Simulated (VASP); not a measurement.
# AlN (P6_3mc) in VASP: a series of runs, part 2 of 2

VASP 6.6.1. Earlier steps stand in the parts before.

## 3. Single point, PBE

This run uses another cell than the first one, of 10.65 Å³/atom.

File INCAR:

```
PREC = Accurate
ENCUT = 520
EDIFF = 1E-6
ISMEAR = 0
SIGMA = 0.05
LREAL = False
LASPH = True
NELM = 80
ALGO = Normal
ISIF = 2
LWAVE = False
LCHARG = False
GGA = PE
NBANDS = 16
```

File KPOINTS:

```
Automatic mesh
0
Gamma
  10 10 6
```

File POSCAR:

```
AlN
1.0
    3.1302231758      0.0000000000      0.0000000000
   -1.5651115879      2.7108527897      0.0000000000
    0.0000000000      0.0000000000      5.0180270175
Al N
2 2
Direct
    0.3333333333      0.6666666667     -0.0007699051
    0.6666666667      0.3333333333      0.4992300949
    0.3333333333      0.6666666667      0.3807699051
    0.6666666667      0.3333333333      0.8807699051
```

Potentials or basis: VASP PAW PBE potentials, release 64 (Al, N).

Command:

```
$ cat potpaw_PBE.64/Al/POTCAR potpaw_PBE.64/N/POTCAR > POTCAR
$ mpirun -np 1 vasp_std > vasp.out
```

OUTCAR:

```text
PREC = Accurate
   ENCUT = 520
   EDIFF = 1E-6
   ISMEAR = 0
   LREAL = False
   LASPH = True
   NELM = 80
   ISIF = 2
   GGA = PE

 ion  position               nearest neighbor table
   1  0.333  0.667  0.999-   4 1.90   4 1.90   4 1.90   3 1.91   2 3.09   2 3.09   2 3.09   2 3.09
                             2 3.09   2 3.09
   2  0.667  0.333  0.499-   3 1.90   3 1.90   3 1.90   4 1.91   1 3.09   1 3.09   1 3.09   1 3.09
                             1 3.09   1 3.09
   3  0.333  0.667  0.381-   2 1.90   2 1.90   2 1.90   1 1.91
   4  0.667  0.333  0.881-   1 1.90   1 1.90   1 1.90   2 1.91

  LATTYP: Found a hexagonal cell.
 ALAT       =     3.1302231758
 C/A-ratio  =     1.6030892162

  Lattice vectors:

 A1 = (   3.1302231758,   0.0000000000,   0.0000000000)
 A2 = (  -1.5651115879,   2.7108527897,   0.0000000000)
 A3 = (   0.0000000000,   0.0000000000,   5.0180270175)

Analysis of symmetry for initial positions (statically):
=====================================================================
 Subroutine PRICEL returns:
 Original cell was already a primitive cell.

[... 179 lines left out ...]
 cond. band min:      10.0074264584   @ k =   0.0000   0.0000   0.0000
 fundamental gap:      4.0432557763
 Fermi energy:         6.1574354280

 k-point     1 :       0.0000    0.0000    0.0000
  band No.  band energies     occupation
      1      -9.1032      2.00000
      2      -7.0206      2.00000
      3       0.0588      2.00000
      4       5.1189      2.00000
      5       5.1189      2.00000
      6       5.7614      2.00000
[... 433 lines left out ...]
      3       0.6317      2.00000
      4       1.6170      2.00000
      5       2.9450      2.00000
      6       3.7073      2.00000
[... 8 lines left out ...]
     15      18.4261      0.00000
     16      20.6578      0.00000

 [... further k-points ...]

------------------------ aborting loop because EDIFF is reached ----------------------------------------

  FORCE on cell =-STRESS in cart. coord.  units (eV):
  Direction    XX          YY          ZZ          XY          YZ          ZX
  --------------------------------------------------------------------------------------
  -------------------------------------------------------------------------------------
  Total       -0.0727427     -0.0727427     -0.0568276      0.0000000      0.0000000      0.0000000
  in kB       -2.7370679     -2.7370679     -2.1382356      0.0000000      0.0000000      0.0000000
  external PRESSURE =      -2.5374572 kB  Pullay stress =       0.0000000 kB

 VOLUME and BASIS-vectors are now :
 -----------------------------------------------------------------------------
  energy-cutoff  :      520.00
  volume of cell :       42.58
      direct lattice vectors                 reciprocal lattice vectors
     3.130223176  0.000000000  0.000000000     0.319466039  0.184443804  0.000000000
    -1.565111588  2.710852790  0.000000000     0.000000000  0.368887608  0.000000000
     0.000000000  0.000000000  5.018027017     0.000000000  0.000000000  0.199281510

 POSITION                                       TOTAL-FORCE (eV/Angst)
 -----------------------------------------------------------------------------------
     -0.00000      1.80724      5.01416        -0.000000      0.000000      0.000702
      1.56511      0.90362      2.50515         0.000000      0.000000      0.000702
     -0.00000      1.80724      1.91071        -0.000000      0.000000     -0.000702
      1.56511      0.90362      4.41973         0.000000     -0.000000     -0.000702
 -----------------------------------------------------------------------------------
    total drift:                               -0.000000     -0.000000      0.000505

  FREE ENERGIE OF THE ION-ELECTRON SYSTEM (eV)
  ---------------------------------------------------
  free  energy   TOTEN  =       -29.7805018718 eV

  energy  without entropy=      -29.7805018718  energy(sigma->0) =      -29.78050187
```

OSZICAR:

```text
N       E                     dE             d eps       ncg     rms          rms(c)
DAV:   1     0.409872288798E+02    0.40987E+02   -0.72565E+03  1792   0.893E+02
DAV:   2    -0.309661801005E+02   -0.71953E+02   -0.66006E+02  2496   0.185E+02
DAV:   3    -0.344352000617E+02   -0.34690E+01   -0.34589E+01  2272   0.417E+01
DAV:   4    -0.344564895825E+02   -0.21290E-01   -0.21288E-01  2240   0.373E+00
DAV:   5    -0.344567655879E+02   -0.27601E-03   -0.27600E-03  2288   0.430E-01    0.121E+01
DAV:   6    -0.297655133543E+02    0.46913E+01   -0.10690E+01  2152   0.236E+01    0.411E+00
DAV:   7    -0.297922799481E+02   -0.26767E-01   -0.65772E-01  1912   0.571E+00    0.292E+00
DAV:   8    -0.297852029262E+02    0.70770E-02   -0.62285E-02  2048   0.230E+00    0.623E-01
DAV:   9    -0.297799447735E+02    0.52582E-02   -0.12471E-02  2392   0.824E-01    0.252E-01
DAV:  10    -0.297805846104E+02   -0.63984E-03   -0.23562E-03  1912   0.305E-01    0.137E-01
DAV:  11    -0.297804988529E+02    0.85757E-04   -0.18049E-04  2120   0.103E-01    0.344E-02
DAV:  12    -0.297805020347E+02   -0.31818E-05   -0.12286E-05  1976   0.280E-02    0.710E-03
DAV:  13    -0.297805018718E+02    0.16291E-06   -0.43626E-06  2136   0.160E-02
   1 F= -.29780502E+02 E0= -.29780502E+02  d E =-.152687E-10
```

stdout:

```text
POSCAR found type information on POSCAR AlN
 POSCAR found :  2 types and       4 ions
 scaLAPACK will be used
 LDA part: xc-table for (Slater+PW92), standard interpolation
 POSCAR, INCAR and KPOINTS ok, starting setup
 FFT: planning ... GRIDC
 FFT: planning ... GRID_SOFT
 FFT: planning ... GRID
 WAVECAR not read
 entering main loop
```

Wall time 17 s (1 thread of Intel Xeon Platinum 8488C (Sapphire Rapids), shared host); peak memory 0.17 GiB.

Results:

- Free energy: -29.7805 eV
- Pressure: -0.3 GPa
- Band gap on the k mesh: 4.04 eV

## 4. Relaxation of cell and atoms, PBE

File INCAR:

```
SYSTEM = AlN
ALGO     = Normal         ! electronic algorithm
EDIFF    = 1E-6           ! SCF threshold, eV
EDIFFG   = -0.01          ! ionic threshold
ENCUT    = 600            ! plane-wave cutoff, eV
GGA      = PE             ! functional
IBRION   = 2              ! ionic algorithm
ISIF     = 3              ! what is computed and relaxed
ISMEAR   = 0              ! smearing method
LASPH    = .True.         ! aspherical terms in the spheres
LCHARG   = .False.        ! write CHGCAR
LREAL    = .False.        ! projectors in reciprocal space
LWAVE    = .False.        ! write WAVECAR
NELM     = 80             ! most SCF steps
NSW      = 80             ! ionic steps
PREC     = Accurate       ! precision mode
SIGMA    = 0.05           ! smearing width, eV
```

File KPOINTS:

```
k-points
0
Gamma
  10 10 6
  0 0 0
```

File POSCAR:

```
AlN
1.0
    3.1130000000      0.0000000000      0.0000000000
   -1.5565000000      2.6959370820      0.0000000000
    0.0000000000      0.0000000000      4.9810000000
Al N
2 2
Direct
    0.3333333333      0.6666666667      0.0000000000
    0.6666666667      0.3333333333      0.5000000000
    0.3333333333      0.6666666667      0.3800000000
    0.6666666667      0.3333333333      0.8800000000
```

Command:

```
$ cat potpaw_PBE.64/Al/POTCAR potpaw_PBE.64/N/POTCAR > POTCAR
$ mpirun -np 1 vasp_std > vasp.out
```

Wall time 41 s (1 thread of Intel Xeon Platinum 8488C (Sapphire Rapids), shared host); peak memory 0.18 GiB.

The run converged. Its results:

```
Free energy                           : -29.7826 eV
Relaxed volume                        : 10.62 Å³/atom
Relaxed cell                          : a = 3.127 Å, b = 3.127 Å, c = 5.018 Å, α = 90.00°, β = 90.00°, γ = 120.00°
Space group after relaxing (to 0.1 Å) : P6_3mc (No. 186)
Energy gained by relaxing             : 2.1 meV/atom
Ionic steps                           : 3
Pressure after relaxing               : 0.0 GPa
Largest force after relaxing          : 0.004 eV/Å
Band gap on the k mesh                : 4.07 eV
```

Forces on the atoms (eV/Å):
```
Al   0.000  0.000 -0.004
Al   0.000  0.000 -0.004
N    0.000  0.000  0.004
N    0.000  0.000  0.004
```

Stress tensor (GPa, compression positive):
```
 0.07  0.00  0.00
 0.00  0.07  0.00
 0.00  0.00 -0.07
```

The path:
```csv
step,energy change (eV),largest force (eV/Å),pressure (GPa),volume (Å³)
1,0.0000,0.1289,3.35,41.80
2,-0.0017,0.0910,-2.80,43.14
3,-0.0083,0.0042,0.02,42.50
```

Final structure:
```cif
data_structure
_symmetry_space_group_name_H-M 'P 1'
_symmetry_Int_Tables_number 1
_cell_length_a 3.1273
_cell_length_b 3.1273
_cell_length_c 5.0175
_cell_angle_alpha 90.000
_cell_angle_beta 90.000
_cell_angle_gamma 120.000
_cell_volume 42.50
loop_
_atom_site_label
_atom_site_type_symbol
_atom_site_fract_x
_atom_site_fract_y
_atom_site_fract_z
_atom_site_occupancy
Al1 Al 0.33333 0.66667 0.99934 1
Al2 Al 0.66667 0.33333 0.49934 1
N1 N 0.33333 0.66667 0.38066 1
N2 N 0.66667 0.33333 0.88066 1
```

Levels at points of the mesh, in eV from the valence-band top:
```
           k point  band 6  band 7  band 8  band 9  band 10  band 11
(0.00, 0.00, 0.00)   -0.19   -0.19    0.00    4.07     6.54    10.47
(0.50, 0.00, 0.00)   -2.05   -1.74   -0.68    5.77     5.78     8.05
(0.00, 0.00, 0.50)   -0.52   -0.52   -0.52    6.33     6.33    10.18
(0.50, 0.00, 0.50)   -1.43   -1.34   -1.34    5.25     5.25     9.16
```

## 5. Relaxation of the atoms, PBE

File INCAR:

```
SYSTEM = AlN
ALGO = Normal ; EDIFF = 1E-6
EDIFFG = -0.01 ; ENCUT = 520
GGA = PE ; IBRION = 2
ISIF = 2 ; ISMEAR = 0
LASPH = .True. ; LCHARG = .False.
LREAL = .False. ; LWAVE = .False.
NELM = 80 ; NSW = 60
PREC = Accurate ; SIGMA = 0.05
```

KPOINTS is that of step 4.

File POSCAR:

```
AlN
1.0
    3.1130000000      0.0000000000      0.0000000000
   -1.5565000000      2.6959370820      0.0000000000
    0.0000000000      0.0000000000      4.9810000000
Al N
2 2
Direct
    0.3333333333      0.6666666667     -0.0007699051
    0.6666666667      0.3333333333      0.4992300949
    0.3333333333      0.6666666667      0.3807699051
    0.6666666667      0.3333333333      0.8807699051
```

Command:

```
$ cat potpaw_PBE.64/Al/POTCAR potpaw_PBE.64/N/POTCAR > POTCAR
$ mpirun -np 1 vasp_std > vasp.out
```

Wall time 27 s (1 thread of Intel Xeon Platinum 8488C (Sapphire Rapids), shared host); peak memory 0.16 GiB.

The run converged. Its results:

- Free energy: -29.7725 eV
- Energy gained by relaxing: 0.0 meV/atom
- Ionic steps: 2
- Pressure after relaxing: 3.4 GPa
- Largest force after relaxing: 0.008 eV/Å
- Band gap on the k mesh: 4.19 eV

Forces on the atoms (eV/Å):
```
Al   0.000  0.000  0.008
Al   0.000  0.000  0.008
N    0.000  0.000 -0.008
N    0.000  0.000 -0.008
```

Stress tensor (GPa, compression positive):
```
3.34 0.00 0.00
0.00 3.34 0.00
0.00 0.00 3.53
```

Final structure:
```yaml
crystal:
  lattice:
    - [3.11300, 0.00000, 0.00000]
    - [-1.55650, 2.69594, 0.00000]
    - [0.00000, 0.00000, 4.98100]
  atoms:
    - { symbol: Al, position: [0.33333, 0.66667, 0.99895] }
    - { symbol: Al, position: [0.66667, 0.33333, 0.49895] }
    - { symbol: N, position: [0.33333, 0.66667, 0.38105] }
    - { symbol: N, position: [0.66667, 0.33333, 0.88105] }
```

Levels at points of the mesh, in eV from the valence-band top:
| k point | band 6 | band 7 | band 8 | band 9 | band 10 | band 11 |
| --- | --- | --- | --- | --- | --- | --- |
| (0.00, 0.00, 0.00) | -0.23 | -0.23 | 0.00 | 4.19 | 6.64 | 10.61 |
| (0.50, 0.00, 0.00) | -2.10 | -1.78 | -0.70 | 5.80 | 5.80 | 8.17 |
| (0.00, 0.00, 0.50) | -0.56 | -0.56 | -0.56 | 6.45 | 6.45 | 10.31 |
| (0.50, 0.00, 0.50) | -1.48 | -1.37 | -1.37 | 5.30 | 5.30 | 9.24 |

A k mesh can miss the band edges.

## 6. The runs side by side

| task | cell | cutoff (eV) | gap on the mesh (eV) | pressure (GPa) |
| --- | --- | --- | --- | --- |
| single point | a = 3.113, b = 3.113, c = 4.981 Å, angles 90.0, 90.0, 120.0°, 4 atoms | 520 | 4.19 | 3.4 |
| single point | a = 3.130, b = 3.130, c = 5.018 Å, angles 90.0, 90.0, 120.0°, 4 atoms | 520 | 4.04 | -0.3 |
| relaxation of cell and atoms | relaxed from a = 3.113, b = 3.113, c = 4.981 Å, angles 90.0, 90.0, 120.0°, 4 atoms | 600 | 4.07 | 0.0 |
| relaxation of the atoms | atoms relaxed from a = 3.113, b = 3.113, c = 4.981 Å, angles 90.0, 90.0, 120.0°, 4 atoms | 520 | 4.19 | 3.4 |

Alike in all rows: level PBE; potentials or basis VASP PAW PBE potentials, release 64 (Al, N); no spin polarisation; k mesh 10 × 10 × 6; smearing gaussian 0.05 eV.

Caveats: the cell stands under pressure (at least some runs).

Absolute energies hang on the potentials; compare differences alone.

## 7. Against experiment

Step 3. A measured gap of AlN is 6.0343 eV (an exciton energy, a little under the gap; 0 K; quoted in “Structural and optical properties of self-assembled AlN nanowires grown on SiO2/Si substrates by molecular beam epitaxy”, 2024, arxiv:2402.00216); the calculated 4.04 eV misses it by -1.99 eV. 2 values of this kind are on record (6.034 to 6.0343 eV); this one was drawn at random. The value is that of PBE, without temperature or zero-point motion. Semilocal functionals fall short of measured gaps as a rule.
